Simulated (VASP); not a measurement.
Wanted: the native input for a VASP 6.6.1 run.

```
Task                   : single point
Functional             : PBE
Potentials or basis    : VASP PAW PBE potentials, release 64 (Ir, O)
Cutoff                 : 520 eV
k mesh                 : 12 × 12 × 1
Occupations            : gaussian, width 0.1 eV
Spin                   : no spin polarisation
Dipole correction      : yes
Further INCAR settings : ALGO = Normal; EDIFF = 1e-06; NBANDS = 24
```

The structure of Ir3O lies in POSCAR:

```
Ir3O
1.0
    2.7367600872      0.0000000000      0.0000000000
   -1.3683800436      2.3701037596      0.0000000000
    0.0000000000      0.0000000000     19.8425800730
Ir O
3 1
Direct
    0.6666666667      0.3333333333      0.2015866881
    0.3333333333      0.6666666667      0.3110139949
    0.0000000000      0.0000000000      0.4204382718
    0.0000000000      0.1666666667      0.5075057754
```

The input as run:

INCAR

```
PREC = Accurate ; ENCUT = 520
EDIFF = 1E-6 ; ISMEAR = 0
SIGMA = 0.1 ; LREAL = F
LASPH = T ; NELM = 60
ALGO = Normal ; ISIF = 2
LWAVE = F ; LCHARG = F
LDIPOL = T ; IDIPOL = 3
DIPOL = 0.5 0.5 0.360 ; GGA = PE
NBANDS = 24
```

KPOINTS

```
Automatic mesh
0
Gamma
  12 12 1
```

Potentials or basis: VASP PAW PBE potentials, release 64 (Ir, O).

Run with:

```bash
$ cat potpaw_PBE.64/Ir/POTCAR potpaw_PBE.64/O/POTCAR > POTCAR
$ mpirun -np 1 vasp_std > vasp.out
```

It gave:

- Largest force: 1.778 eV/Å
- Band gap on the k mesh: zero (an odd number of electrons rules out a gap without spin polarisation)

Caveat: spin-orbit coupling is left out, which moves the levels of the heavy elements.

It took 4.3 min on 1 thread of Intel(R) Xeon(R) Platinum 8488C (Sapphire Rapids) (shared host), peak memory 0.36 GiB.
